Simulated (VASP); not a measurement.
A run of VASP 6.6.1 is set up as follows.

Contents of INCAR:

```
SYSTEM = Pt
PREC = Accurate
ENCUT = 520
EDIFF = 1E-6
ISMEAR = 0
SIGMA = 0.15
LREAL = .False.
LASPH = .True.
NELM = 100
ALGO = Normal
ISIF = 2
LWAVE = .False.
LCHARG = .True.
LELF = .True.
LVHAR = .True.
NBANDS = 11
```

KPOINTS

```
Automatic mesh
0
Gamma
  22 22 22
  0 0 0
```

The input POSCAR:

```
Pt
1.0
    0.0000000000      2.0500051698      1.7031442951
    2.0500051698      0.0000000000      1.7031442951
    2.0500051698      2.0500051698      0.0000000000
Pt
1
Direct
    0.0000000000      0.0000000000      0.0000000000
```

Potentials or basis: VASP PAW LDA potentials, release 64 (Pt).

Run with:

```sh
$ cat potpaw_LDA.64/Pt/POTCAR > POTCAR
$ mpirun -np 1 vasp_std > vasp.out
```

Estimate the band gap on the k mesh.

zero (bands 5 and 6 overlap by 2.95 eV).

Estimate the pressure.

13.3 GPa.

Stress tensor (GPa, compression positive):
```
10.18  0.00  0.00
 0.00 10.18  0.00
 0.00  0.00 19.42
```

Caveat: the cell stands under pressure; spin-orbit coupling is left out, which moves the levels of the heavy elements.
